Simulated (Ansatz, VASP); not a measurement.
**Ti: VASP beside Ansatz**

```
CELL_PARAMETERS angstrom
2.86397 0.00000 0.00000
-1.43199 2.48027 0.00000
0.00000 0.00000 24.06947
ATOMIC_POSITIONS crystal
Ti 0.33333 0.66667 0.31160
Ti 0.66667 0.33333 0.40580
Ti 0.33333 0.66667 0.50000
Ti 0.66667 0.33333 0.59420
Ti 0.33333 0.66667 0.68840
```

Alike in both runs: task single point; functional LDA; k mesh 12 × 12 × 1; occupations gaussian, width 0.1 eV; no spin polarisation.

|  | VASP | Ansatz |
| --- | --- | --- |
| version | VASP 6.6.1 | Ansatz 0.2.0 |
| potentials or method | VASP PAW LDA potentials, release 64 (Ti_sv), cutoff 400 eV | scalar-relativistic, plane waves, PAW |
| valence electrons in the cell | 60 | 60 |

Ansatz gave:

```
gap on the k mesh at the Fermi level (eV) : none
rms of the force components (eV/Å)        : 0.346
```

Question: Estimate VASP's values.

Answer: gap on the k mesh at the Fermi level (eV): none; rms of the force components (eV/Å): 0.345.

LDA's correlation is that of Perdew and Zunger in VASP and of Perdew and Wang (1992) in Ansatz. Atom by atom the forces differ by 0.001 eV/Å (rms over components). A gap of «none» marks a metal or a gap that the smearing closes. Ansatz's warnings: xc potential rough in thin density.
